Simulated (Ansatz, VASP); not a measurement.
# One calculation of Bi, two programs

```
Bi
1.0
     2.29734    1.32637    3.98982
    -2.29734    1.32637    3.98982
     0.00000   -2.65274    3.98982
Bi
2
Direct
  0.76600 0.76600 0.76600
  0.23400 0.23400 0.23400
```

Change from the starting cell: volume scaled by 1.04.

Alike in both runs: task single point; functional LDA; k mesh 7 × 7 × 7; occupations fermi-dirac, width 0.05 eV; no spin polarisation.

```csv
,VASP,Ansatz
version,VASP 6.6.1,Ansatz 0.2.0
potentials or method,"VASP PAW LDA potentials, release 64 (Bi_d), cutoff 520 eV","all-electron LAPW, scalar-relativistic"
```

|  | VASP | Ansatz | Ansatz less VASP |
| --- | --- | --- | --- |
| gap on the k mesh at the Fermi level (eV) | 0.25 | 0.25 | -0.004 |
| least direct gap on the mesh (eV) | 0.50 | 0.50 | -0.004 |
| pressure (GPa) | -3.2 | -3.2 | -0.05 |
| traceless stress, the component that is largest in VASP (GPa) | 0.08 | 0.10 | +0.021 |
| rms of the force components (eV/Å) | 0.057 | 0.068 | +0.0109 |

LDA's correlation is that of Perdew and Zunger in VASP and of Perdew and Wang (1992) in Ansatz. Atom by atom the forces differ by 0.011 eV/Å (rms over components). Ansatz ran all-electron here, and VASP with PAW potentials.

Neither program's run includes spin-orbit coupling.
